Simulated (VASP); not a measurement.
Here is a VASP 6.6.1 calculation.

Contents of INCAR:

```
  PREC = Accurate
  ENCUT = 600
  EDIFF = 1E-6
  ISMEAR = -1
  SIGMA = 0.15
  LREAL = F
  LASPH = T
  NELM = 100
  ALGO = Normal
  ISIF = 3
  LWAVE = F
  LCHARG = F
  GGA = PS
  IBRION = 2
  NSW = 80
  EDIFFG = -0.001
```

File KPOINTS:

```
regular mesh
0
Gamma
  16 16 16
```

POSCAR

```
Na
1.0
   -2.0845819163      2.0845819163      2.0845819163
    2.0845819163     -2.0845819163      2.0845819163
    2.0845819163      2.0845819163     -2.0845819163
Na
1
Direct
    0.0000000000      0.0000000000      0.0000000000
```

Potentials or basis: VASP PAW PBE potentials, release 64 (Na_pv).

The run is started by

```console
$ cat potpaw_PBE.64/Na_pv/POTCAR > POTCAR
$ mpirun -np 1 vasp_std > vasp.out
```

Task: Estimate the relaxed volume.

Result: 36.40 Å³/atom.

Task: Predict the space group after relaxing (to 0.05 Å).

Result: Im-3m (No. 229).

Task: What does it give for the relaxed cell?

Result: a = 3.616 Å, b = 3.616 Å, c = 3.616 Å, α = 109.47°, β = 109.47°, γ = 109.47°.

Final structure:
```
Na
1.0
    -2.08775    2.08775    2.08775
     2.08775   -2.08775    2.08775
     2.08775    2.08775   -2.08775
Na
1
Direct
  0.00000 0.00000 0.00000
```

Caveat: the PAW data sets were made with another functional, which shifts forces and pressure a little. Zero-point motion and thermal expansion aren't in these numbers.
